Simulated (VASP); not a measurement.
# NiOsC4N4 (P-43m) in VASP: relaxation of cell and atoms with PBE

Aim: the relaxation of cell and atoms of NiOsC4N4 with PBE.

All numbers are computed with VASP 6.6.1; they aren't measurements. Logs are shortened: lines on timing, memory, paths and dates and some standing lists are left out, and cuts for length are marked.

## (1) The cell of the first run

Symmetry: P-43m, No. 215, cubic system. Conventional cell: a = 5.740 Å, b = 5.740 Å, c = 5.740 Å, α = 90.00°, β = 90.00°, γ = 90.00°. Within 2.5 Å of Ni (site symmetry -43m) lie 4 N at 1.86 Å. Os (site symmetry -43m) has 4 C at 1.92 Å within 2.5 Å. Within 1.6 Å of C (site symmetry 3m) lie 1 N at 1.19 Å. N (site symmetry 3m) has 1 C at 1.19 Å within 1.6 Å.

## (2) Relaxation of cell and atoms, PBE

Input file INCAR:

```
SYSTEM = NiOsC4N4
PREC = Accurate ; ENCUT = 600
EDIFF = 1E-6 ; ISMEAR = 0
SIGMA = 0.01 ; LREAL = .FALSE.
LASPH = .TRUE. ; NELM = 60
ALGO = Normal ; ISIF = 3
LWAVE = .FALSE. ; LCHARG = .FALSE.
GGA = PE ; IBRION = 2
NSW = 100 ; EDIFFG = -0.01
```

Input file KPOINTS:

```
Automatic mesh
0
G
  6 6 6
  0 0 0
```

Input file POSCAR:

```
NiOsC4N4
1.0
    5.7399841632      0.0000000000      0.0000000000
    0.0000000000      5.7399841632      0.0000000000
    0.0000000000      0.0000000000      5.7399841632
Ni Os C N
1 1 4 4
Direct
    0.5000000000      0.5000000000      0.5000000000
    0.0000000000      0.0000000000      0.0000000000
    0.1931408374      0.1931408374      0.1931408374
    0.1931408374      0.8068591626      0.8068591626
    0.8068591626      0.1931408374      0.8068591626
    0.8068591626      0.8068591626      0.1931408374
    0.3125129146      0.3125129146      0.3125129146
    0.3125129146      0.6874870854      0.6874870854
    0.6874870854      0.3125129146      0.6874870854
    0.6874870854      0.6874870854      0.3125129146
```

Potentials or basis: VASP PAW PBE potentials, release 64 (Ni, Os, C, N).

Command:

```
cat potpaw_PBE.64/Ni/POTCAR potpaw_PBE.64/Os/POTCAR potpaw_PBE.64/C/POTCAR potpaw_PBE.64/N/POTCAR > POTCAR
mpirun -np 1 vasp_std > vasp.out
```

OUTCAR:

```text
SYSTEM = NiOsC4N4
   PREC = Accurate
   ENCUT = 600
   EDIFF = 1E-6
   ISMEAR = 0
   LREAL = .FALSE.
   LASPH = .TRUE.
   NELM = 60
   ISIF = 3
   GGA = PE
   IBRION = 2
   NSW = 100
   EDIFFG = -0.01

 ion  position               nearest neighbor table
   1  0.500  0.500  0.500-   7 1.86   8 1.86   9 1.86  10 1.86
   2  0.000  0.000  0.000-   3 1.92   4 1.92   5 1.92   6 1.92
   3  0.193  0.193  0.193-   7 1.19   2 1.92
   4  0.193  0.807  0.807-   8 1.19   2 1.92
   5  0.807  0.193  0.807-   9 1.19   2 1.92
   6  0.807  0.807  0.193-  10 1.19   2 1.92
   7  0.313  0.313  0.313-   3 1.19   1 1.86
   8  0.313  0.687  0.687-   4 1.19   1 1.86
   9  0.687  0.313  0.687-   5 1.19   1 1.86
  10  0.687  0.687  0.313-   6 1.19   1 1.86

  LATTYP: Found a simple cubic cell.
 ALAT       =     5.7399841632

  Lattice vectors:

 A1 = (   5.7399841632,   0.0000000000,   0.0000000000)
 A2 = (   0.0000000000,   5.7399841632,   0.0000000000)
 A3 = (   0.0000000000,   0.0000000000,   5.7399841632)

Analysis of symmetry for initial positions (statically):
=====================================================================
 Subroutine PRICEL returns:
 Original cell was already a primitive cell.

 Routine SETGRP: Setting up the symmetry group for a
 simple cubic supercell.

 Subroutine GETGRP returns: Found 24 space group operations
 (whereof 24 operations were pure point group operations)
 out of a pool of 48 trial point group operations.

The static configuration has the point symmetry T_d .

Analysis of symmetry for dynamics (positions and initial velocities):
=====================================================================
 Subroutine PRICEL returns:
 Original cell was already a primitive cell.

 Routine SETGRP: Setting up the symmetry group for a
 simple cubic supercell.

 Subroutine GETGRP returns: Found 24 space group operations
 (whereof 24 operations were pure point group operations)
 out of a pool of 48 trial point group operations.

The dynamic configuration has the point symmetry T_d .

 Subroutine INISYM returns: Found 24 space group operations
 (whereof 24 operations are pure point group operations),
 and found     1 'primitive' translations

----------------------------------------------------------------------------------------

                                     Primitive cell

  volume of cell :     189.1177

  direct lattice vectors                    reciprocal lattice vectors
     5.739984163  0.000000000  0.000000000     0.174216509  0.000000000  0.000000000
     0.000000000  5.739984163  0.000000000     0.000000000  0.174216509  0.000000000
     0.000000000  0.000000000  5.739984163     0.000000000  0.000000000  0.174216509

  length of vectors
     5.739984163  5.739984163  5.739984163     0.174216509  0.174216509  0.174216509

  position of ions in fractional coordinates (direct lattice)
     0.500000000  0.500000000  0.500000000
     0.000000000  0.000000000  0.000000000
     0.193140837  0.193140837  0.193140837
     0.193140837  0.806859163  0.806859163
     0.806859163  0.193140837  0.806859163
     0.806859163  0.806859163  0.193140837
     0.312512915  0.312512915  0.312512915
     0.312512915  0.687487085  0.687487085
     0.687487085  0.312512915  0.687487085
     0.687487085  0.687487085  0.312512915

  ion indices of the primitive-cell ions
   primitive index   ion index
                 1           1
                 2           2
                 3           3
                 4           4
                 5           5
                 6           6
                 7           7
                 8           8
                 9           9
                10          10

----------------------------------------------------------------------------------------

 KPOINTS: Automatic mesh

Automatic generation of k-mesh.
 Grid dimensions read from file:
 generate k-points for:    6    6    6

 Generating k-lattice:

  Cartesian coordinates                     Fractional coordinates (reciprocal lattice)
     0.029036085  0.000000000  0.000000000     0.166666667  0.000000000  0.000000000
     0.000000000  0.029036085  0.000000000     0.000000000  0.166666667  0.000000000
     0.000000000  0.000000000  0.029036085     0.000000000  0.000000000  0.166666667

  Length of vectors
     0.029036085  0.029036085  0.029036085

  Shift w.r.t. Gamma in fractional coordinates (k-lattice)
     0.000000000  0.000000000  0.000000000

 Subroutine IBZKPT returns following result:
 ===========================================

 Found     20 irreducible k-points:

 Following reciprocal coordinates:
            Coordinates               Weight
  0.000000  0.000000  0.000000      1.000000
  0.166667  0.000000  0.000000      6.000000
  0.333333  0.000000  0.000000      6.000000
  0.500000  0.000000  0.000000      3.000000
  0.166667  0.166667  0.000000     12.000000
  0.333333  0.166667  0.000000     24.000000
[... 12 lines left out ...]
  0.500000  0.500000  0.333333      6.000000
  0.500000  0.500000  0.500000      1.000000
   k-points           NKPTS =     20   k-points in BZ     NKDIM =     20   number of bands    NBANDS=     33
   number of dos      NEDOS =    301   number of ions     NIONS =     10
   total plane-waves  NPLWV = 110592
   dimension x,y,z NGX =    48 NGY =   48 NGZ =   48
   dimension x,y,z NGXF=    96 NGYF=   96 NGZF=   96
   ions per type =               1   1   4   4
   NGX,Y,Z   is equivalent  to a cutoff of  13.90, 13.90, 13.90 a.u.
   NGXF,Y,Z  is equivalent  to a cutoff of  27.80, 27.80, 27.80 a.u.
 SYSTEM =  NiOsC4N4
   PREC   = accura    normal or accurate (medium, high low for compatibility)
   ISTART =      0    job   : 0-new  1-cont  2-samecut
   ICHARG =      2    charge: 1-file 2-atom 10-const
   ISPIN  =      1    spin polarized calculation?
   LNONCOLLINEAR =      F non collinear calculations
   LSORBIT =      F    spin-orbit coupling
   LASPH  =      T    aspherical Exc in radial PAW
   ENCUT  =  600.0 eV  44.10 Ry    6.64 a.u.  11.46 11.46 11.46*2*pi/ulx,y,z
   NELM   =     60;   NELMIN=  2; NELMDL= -5     # of ELM steps
   EDIFF  = 0.1E-05   stopping-criterion for ELM
   LREAL  =      F    real-space projection
   EDIFFG = -.1E-01   stopping-criterion for IOM
   NSW    =    100    number of steps for IOM
   IBRION =      2    ionic relax: 0-MD 1-quasi-New 2-CG
   NFREE  =      1    steps in history (QN), initial steepest desc. (CG)
   ISIF   =      3    stress and relaxation
   ISYM   =      2    0-nonsym 1-usesym 2-fastsym
   POTIM  = 0.5000    time-step for ionic-motion
   TEBEG  =    0.0;   TEEND  =   0.0 temperature during run
   PSTRESS=    0.0 pullay stress
   NELECT =      54.0000    total number of electrons
   NUPDOWN=      -1.0000    fix difference up-down
   EMIN   =  10.00;   EMAX   =-10.00  energy-range for DOS
   EFERMI =   0.00;   METHOD = LEGACY
   ISMEAR =     0;   SIGMA  =   0.01  broadening in eV -4-tet -1-fermi 0-gaus
   EFERMI_NEDOS =   21; number of points for ismear=-14 and -15
   IALGO  =     38    algorithm
   IMIX   =      4    mixing-type and parameters
     AMIX     =   0.40;   BMIX     =  1.00
     AMIX_MAG =   1.60;   BMIX_MAG =  1.00
  volume/ion in A,a.u.               =      18.91       127.62
  Fermi-wavevector in a.u.,A,eV,Ry     =   1.078025  2.037171 15.811838  1.162137
  Thomas-Fermi vector in A             =   2.213952
   LORBIT       =      0    0 simple, 1 ext, 2 COOP (PROOUT), +10 PAW based schemes
   GGA     = PE    functional components
   LHFCALC =     F    Hartree Fock is set to
   AEXX    =    0.0000 exact exchange contribution
   IVDW    =     0    specifies the selected vdW correction
   LEPSILON=     F    determine dielectric tensor
   LRPA    =     F    only Hartree local field effects (RPA)
 conjugate gradient relaxation of ions
 non-spin polarized calculation
 Gauss-broadening in eV      SIGMA  =   0.01
  energy-cutoff  :      600.00
  volume of cell :      189.12
 maximum number of plane-waves:      6382
 NGX is ok and might be reduce to    48
   NGX = 23   NGY = 23   NGZ = 23

--------------------------------------- Ionic step        1  -------------------------------------------

 number of electron      54.0000007 magnetization

 Free energy of the ion-electron system (eV)
  ---------------------------------------------------
  ext. energy  EPLUGINS =         0.00000000
  ---------------------------------------------------
  free energy    TOTEN  =       -81.06167108 eV

  energy without entropy =      -81.06167108  energy(sigma->0) =      -81.06167108

------------------------ aborting loop because EDIFF is reached ----------------------------------------

  FORCE on cell =-STRESS in cart. coord.  units (eV):
  Direction    XX          YY          ZZ          XY          YZ          ZX
  --------------------------------------------------------------------------------------
  -------------------------------------------------------------------------------------
  Total        0.3385401      0.3385401      0.3385401      0.0000000      0.0000000      0.0000000
  in kB        2.8680623      2.8680623      2.8680623      0.0000000      0.0000000      0.0000000
  external PRESSURE =       2.8680623 kB  Pullay stress =       0.0000000 kB
[... 117 lines left out ...]
  energy  without entropy=      -81.0624979793  energy(sigma->0) =      -81.06249798

--------------------------------------- Ionic step        4  -------------------------------------------

 number of electron      54.0000008 magnetization

 Free energy of the ion-electron system (eV)
  ---------------------------------------------------
  ext. energy  EPLUGINS =         0.00000000
  ---------------------------------------------------
  free energy    TOTEN  =       -81.06310687 eV

  energy without entropy =      -81.06310687  energy(sigma->0) =      -81.06310687

 E-fermi :  -0.1283     XC(G=0):  -7.6467

 val. band max:       -0.2252440427   @ k =   0.5000   0.0000   0.0000
 cond. band min:       0.0436415862   @ k =   0.1667   0.1667   0.0000
 fundamental gap:      0.2688856289
 Fermi energy:        -0.1283220298

 k-point     1 :       0.0000    0.0000    0.0000
  band No.  band energies     occupation
      1     -18.2481      2.00000
      2     -18.0711      2.00000
      3     -18.0711      2.00000
      4     -18.0711      2.00000
      5      -9.4631      2.00000
      6      -8.2779      2.00000
[... 746 lines left out ...]
  FREE ENERGIE OF THE ION-ELECTRON SYSTEM (eV)
  ---------------------------------------------------
  free  energy   TOTEN  =       -81.0631068730 eV

  energy  without entropy=      -81.0631068730  energy(sigma->0) =      -81.06310687

 reached required accuracy - stopping structural energy minimisation
```

Run time: 13 min. Hardware: 1 thread of Intel Xeon 8259CL, shared host; peak memory 0.46 GiB.

What came out:

```
Free energy                           : -81.0631 eV
Relaxed volume                        : 18.95 Å³/atom
Relaxed cell                          : a = 5.744 Å, b = 5.744 Å, c = 5.744 Å, α = 90.00°, β = 90.00°, γ = 90.00°
Space group after relaxing (to 0.1 Å) : P-43m (No. 215)
Energy gained by relaxing             : 0.1 meV/atom
Ionic steps                           : 4
Pressure after relaxing               : 0.0 GPa
Largest force after relaxing          : 0.005 eV/Å
Band gap on the k mesh                : 0.27 eV (least direct gap 0.47 eV)
```

Forces in eV/Å, atoms in the order of the input:
```
Ni   0.000  0.000  0.000
Os   0.000  0.000  0.000
C    0.002  0.002  0.002
C    0.002 -0.002 -0.002
C   -0.002  0.002 -0.002
C   -0.002 -0.002  0.002
N   -0.003 -0.003 -0.003
N   -0.003  0.003  0.003
N    0.003 -0.003  0.003
N    0.003  0.003 -0.003
```

Step by step:
```tsv
step	energy change (eV)	largest force (eV/Å)	pressure (GPa)	volume (Å³)
1	0.0000	0.2340	0.29	189.12
2	0.0500	1.5462	-1.84	190.05
3	-0.0008	0.0845	0.07	189.22
4	-0.0014	0.0049	0.01	189.48
```

Final structure:
```cif
data_structure
_symmetry_space_group_name_H-M 'P 1'
_symmetry_Int_Tables_number 1
_cell_length_a 5.7437
_cell_length_b 5.7437
_cell_length_c 5.7437
_cell_angle_alpha 90.000
_cell_angle_beta 90.000
_cell_angle_gamma 90.000
_cell_volume 189.48
loop_
_atom_site_label
_atom_site_type_symbol
_atom_site_fract_x
_atom_site_fract_y
_atom_site_fract_z
_atom_site_occupancy
Ni1 Ni 0.50000 0.50000 0.50000 1
Os1 Os 0.00000 0.00000 0.00000 1
C1 C 0.19337 0.19337 0.19337 1
C2 C 0.19337 0.80663 0.80663 1
C3 C 0.80663 0.19337 0.80663 1
C4 C 0.80663 0.80663 0.19337 1
N1 N 0.31287 0.31287 0.31287 1
N2 N 0.31287 0.68713 0.68713 1
N3 N 0.68713 0.31287 0.68713 1
N4 N 0.68713 0.68713 0.31287 1
```

Levels at points of the mesh, in eV from the valence-band top:
```tsv
k point	band 23	band 24	band 25	band 26	band 27	band 28	band 29	band 30	band 31	band 32
(0.00, 0.00, 0.00)	-0.69	-0.69	-0.69	-0.59	-0.59	0.28	0.28	0.28	4.70	4.70
(0.50, 0.00, 0.00)	-1.52	-1.17	-0.74	-0.74	0.00	0.50	0.71	0.71	4.22	4.22
(0.50, 0.50, 0.00)	-1.51	-1.14	-0.62	-0.62	-0.01	0.54	0.65	0.65	4.29	4.29
(0.50, 0.50, 0.50)	-0.51	-0.51	-0.51	-0.51	-0.51	0.35	0.35	0.35	4.60	4.60
```

Caveat: spin-orbit coupling is left out, which moves the levels of the heavy elements.
